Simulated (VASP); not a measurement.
The system is Li3Sn.

```xyz
4
Lattice="0.0000 3.2719 3.2719 3.2719 0.0000 3.2719 3.2719 3.2719 0.0000" Properties=species:S:1:pos:R:3 pbc="T T T"
Li    1.6359    1.6359    1.6359
Li    4.9078    4.9078    4.9078
Li    3.2719    3.2719    3.2719
Sn    0.0000    0.0000    0.0000
```

* Program: VASP 6.6.1
* Task: relaxation of cell and atoms
* Functional: PBEsol
* Dispersion: D3(BJ)
* Potentials or basis: VASP PAW PBE potentials, release 64 (Li_sv, Sn_d)
* Cutoff: 750 eV
* k mesh: 6 × 6 × 6
* Occupations: methfessel-paxton, width 0.1 eV
* Spin: no spin polarisation

At the start: pressure -3.0 GPa; volume 17.51 Å³/atom.

Problem. How do energy, volume and symmetry change on relaxing?

Solution. Over 4 steps the energy falls by 16.7 meV/atom and the volume is 15.86 Å³/atom (-9.4 %); space group Fm-3m (No. 225, to 0.1 Å) before and after.

Step by step:
```tsv
step	energy change (eV)	largest force (eV/Å)	pressure (GPa)	volume (Å³)
1	0.0000	0.0000	-3.01	70.05
2	-0.0487	0.0000	-1.69	66.77
3	-0.0668	0.0000	-0.17	63.75
4	-0.0669	0.0000	0.01	63.43
```

Final structure:
```
CELL_PARAMETERS angstrom
0.00000 3.16542 3.16542
3.16542 0.00000 3.16542
3.16542 3.16542 0.00000
ATOMIC_POSITIONS crystal
Li 0.25000 0.25000 0.25000
Li 0.75000 0.75000 0.75000
Li 0.50000 0.50000 0.50000
Sn 0.00000 0.00000 0.00000
```

Caveat: the PAW data sets were made with another functional, which shifts forces and pressure a little.
